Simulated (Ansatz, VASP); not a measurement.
## One calculation of H6C3O2, two programs

```xyz
33
Lattice="7.7970 0.0000 0.0000 0.0000 7.7970 0.0000 0.0000 0.0000 7.7970" Properties=species:S:1:pos:R:3 pbc="T T T"
C     5.9767    3.4252    4.6099
C     1.9979    2.5946    4.6679
C     6.3333    3.8459    0.7980
C     3.5101    0.0243   -0.3147
C     3.0146    1.1146    0.6301
C     7.5288    7.0766    8.0631
C     7.3255    8.0304    6.8916
C     0.8219    5.7449    3.8911
C     2.1667    6.4574    3.8074
O     6.6129    3.4241    5.5911
O     5.3405    3.4288    3.6280
O     2.7270    3.0739    5.4471
O     1.2732    2.1063    3.8885
O     5.2531    4.2047    0.5278
O     7.4146    3.4861    1.0661
H     4.4585   -0.4067    0.0292
H     2.7881   -0.7991   -0.3971
H     3.6815    0.4168   -1.3272
H     2.0471    1.5222    0.3065
H     2.8798    0.7306    1.6500
H     3.7173    1.9562    0.6803
H     8.1834    7.5173    8.8255
H     6.5741    6.8319    8.5476
H     7.9909    6.1339    7.7370
H     6.6484    7.6090    6.1360
H     6.8956    8.9821    7.2272
H     8.2758    8.2582    6.3908
H     0.0740    6.2234    3.2454
H     0.9035    4.6988    3.5651
H     0.4300    5.7532    4.9169
H     2.8938    6.0323    4.5121
H     2.5973    6.3839    2.7992
H     2.0557    7.5234    4.0425
```

Alike in both runs: functional PBE; dispersion D3(BJ); k mesh 1 × 1 × 1; occupations fermi-dirac, width 0.05 eV; no spin polarisation.

Ansatz relaxed the structure, and its values are those at the end. VASP's run is a single point on that final structure, the one shown.

|  | VASP | Ansatz |
| --- | --- | --- |
| version | VASP 6.6.1 | Ansatz 0.2.0 |
| potentials or method | VASP PAW PBE potentials, release 64 (C_h, O_h, H_h), cutoff 1000 eV | scalar-relativistic, plane waves, PAW |
| valence electrons in the cell | 90 | 90 |

```csv
,VASP,Ansatz,Ansatz less VASP
gap on the k mesh at the Fermi level (eV),6.18,6.18,+0.002
rms of the force components (eV/Å),0.011,0.011,-0.0007
```

Ansatz's warnings: xc potential rough in thin density.
